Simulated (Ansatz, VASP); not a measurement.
# One calculation of CO2, two programs

```
CELL_PARAMETERS angstrom
5.79994 0.00000 0.00000
0.00000 5.79994 0.00000
0.00000 0.00000 6.23493
ATOMIC_POSITIONS crystal
C 0.00000 0.00000 0.00000
C 0.50000 0.00000 0.50000
C 0.50000 0.50000 0.00000
C 0.00000 0.50000 0.50000
O 0.11616 0.11616 0.11616
O 0.38384 0.88384 0.61616
O 0.61616 0.38384 0.88384
O 0.88384 0.61616 0.38384
O 0.88384 0.88384 0.88384
O 0.61616 0.11616 0.38384
O 0.38384 0.61616 0.11616
O 0.11616 0.38384 0.61616
```

Change from the starting cell: normal strain along x +0.0000, normal strain along z +0.0750.

Alike in both runs: task single point; functional PBEsol; k mesh 4 × 4 × 4; occupations gaussian, width 0.05 eV; no spin polarisation.

|  | VASP | Ansatz |
| --- | --- | --- |
| version | VASP 6.6.1 | Ansatz 0.2.0 |
| potentials or method | VASP PAW PBE potentials, release 64 (C_h, O_h), cutoff 910 eV | scalar-relativistic, plane waves, PAW |
| valence electrons in the cell | 64 | 64 |

```csv
,VASP,Ansatz,Ansatz less VASP
gap on the k mesh at the Fermi level (eV),6.39,6.39,+0.003
least direct gap on the mesh (eV),6.39,6.39,+0.003
rms of the force components (eV/Å),1.287,1.317,+0.0299
```

VASP's potentials were made for PBE, not for PBEsol. Atom by atom the forces differ by 0.030 eV/Å (rms over components). The functional is the same, so the differences come from potentials, cutoffs and numerics.

Noted on VASP's run: the cutoff is under 1.25 times that of the potentials, so the pressure is a little rough.
